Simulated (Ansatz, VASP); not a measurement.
Co in VASP and in Ansatz

```
Co
1.0
     2.41199    0.00000    0.00000
    -1.20599    2.08884    0.00000
     0.00000    0.00000    2.25722
Co
1
Direct
  0.00000 0.00000 0.00000
```

Alike in both runs: functional PBEsol; k mesh 27 × 27 × 24; occupations gaussian, width 0.1 eV; collinear spin.

Ansatz relaxed the structure, and its values are those at the end. VASP's run is a single point on that final structure, the one shown.

|  | VASP | Ansatz |
| --- | --- | --- |
| version | VASP 6.6.1 | Ansatz 0.2.0 |
| potentials or method | VASP PAW PBE potentials, release 64 (Co), cutoff 520 eV | scalar-relativistic, plane waves, PAW |
| valence electrons in the cell | 9 | 17 |

```csv
,VASP,Ansatz,Ansatz less VASP
gap on the k mesh at the Fermi level (eV),none,none,-
pressure (GPa),-0.9,0.0,+0.90
net moment per atom (μB),1.68,1.69,+0.007
size of the moment on the site where the two differ most (μB),1.68,1.70,+0.014
```

VASP's potentials were made for PBE, not for PBEsol. Site moments also hang on the region over which each program counts them. A gap of «none» marks a metal or a gap that the smearing closes. VASP's potentials hold 9 valence electrons a cell and Ansatz's 17, so a difference there can come from the potentials and not from the codes.
